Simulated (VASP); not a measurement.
Set up this calculation in VASP 6.6.1, as the native input.

* Task: relaxation of cell and atoms
* Functional: PBE
* Potentials or basis: VASP PAW PBE potentials, release 64 (Br)
* Cutoff: 600 eV
* k mesh: 15 × 15 × 15
* Occupations: fermi-dirac, width 0.02 eV
* Spin: no spin polarisation
* Dipole correction: no
* Further INCAR settings: ALGO = Normal; EDIFF = 1e-06; IBRION = 2; EDIFFG = -0.01; NSW = 80; ISIF = 3

The structure of Br lies in POSCAR:

```
Br
1.0
    3.0600000000      0.0000000000      0.0000000000
    0.0000000000      3.0600000000      0.0000000000
    0.0000000000      0.0000000000      3.0600000000
Br
1
Direct
    0.0000000000      0.0000000000      0.0000000000
```

The input as run:

INCAR

```
  ALGO = Normal
  EDIFF = 1E-6
  EDIFFG = -0.01
  ENCUT = 600
  GGA = PE
  IBRION = 2
  ISIF = 3
  ISMEAR = -1
  LASPH = T
  LCHARG = F
  LREAL = F
  LWAVE = F
  NELM = 80
  NSW = 80
  PREC = Accurate
  SIGMA = 0.02
```

KPOINTS

```
k-points
0
Gamma
  15 15 15
```

Potentials or basis: VASP PAW PBE potentials, release 64 (Br).

Command:

```sh
$ cat potpaw_PBE.64/Br/POTCAR > POTCAR
$ mpirun -np 1 vasp_std > vasp.out
```

It gave:

| Quantity | Value |
| --- | --- |
| Relaxed volume | 29.72 Å³/atom |
| Relaxed cell | a = 3.098 Å, b = 3.098 Å, c = 3.098 Å, α = 90.00°, β = 90.00°, γ = 90.00° |
| Space group after relaxing (to 0.1 Å) | Pm-3m (No. 221) |
| Energy gained by relaxing | 3.9 meV/atom |
| Ionic steps | 3 |
| Pressure after relaxing | 0.0 GPa |
| Band gap on the k mesh | zero (an odd number of electrons rules out a gap without spin polarisation) |

Caveat: an odd number of electrons without spin polarisation forces a metal; a magnetic or distorted state may lie lower.

It took 10 s on 1 thread of Intel(R) Xeon(R) 6975P-C (Granite Rapids), with other jobs on the host, peak memory 0.16 GiB.
